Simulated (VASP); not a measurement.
Input of a VASP 6.6.1 run:

Contents of INCAR:

```
  PREC = Accurate
  ENCUT = 520
  EDIFF = 1E-6
  ISMEAR = -1
  SIGMA = 0.1
  LREAL = F
  LASPH = T
  NELM = 80
  ALGO = Normal
  ISIF = 2
  LWAVE = F
  LCHARG = T
  LDIPOL = T
  IDIPOL = 3
  DIPOL = 0.5 0.5 0.500
  GGA = PS
  LELF = T
  LVHAR = T
  LVACPOTAV = T
  NBANDS = 22
```

Contents of KPOINTS:

```
Automatic mesh
0
Gamma
  4 4 1
```

File POSCAR:

```
Sr
1.0
    4.2175440000      0.0000000000      0.0000000000
   -1.4058479560      3.9763386320      0.0000000000
    0.0000000000      0.0000000000     22.8872206466
Sr
3
Direct
    0.0000000000      0.0000000000      0.3495400391
    0.5000000235      0.5000000235      0.5000000000
    0.0000000470      0.0000000470      0.6504599609
```

Potentials or basis: VASP PAW PBE potentials, release 64 (Sr_sv).

Launch:

```sh
$ cat potpaw_PBE.64/Sr_sv/POTCAR > POTCAR
$ mpirun -np 1 vasp_std > vasp.out
```

Predict the largest force.

0.206 eV/Å.

Forces in eV/Å, atoms in the order of the input:
```
Sr   0.000  0.000  0.206
Sr   0.000  0.000  0.000
Sr   0.000  0.000 -0.206
```

Caveat: the k points lie up to 0.40 Å⁻¹ apart; the PAW data sets were made with another functional, which shifts forces and pressure a little.
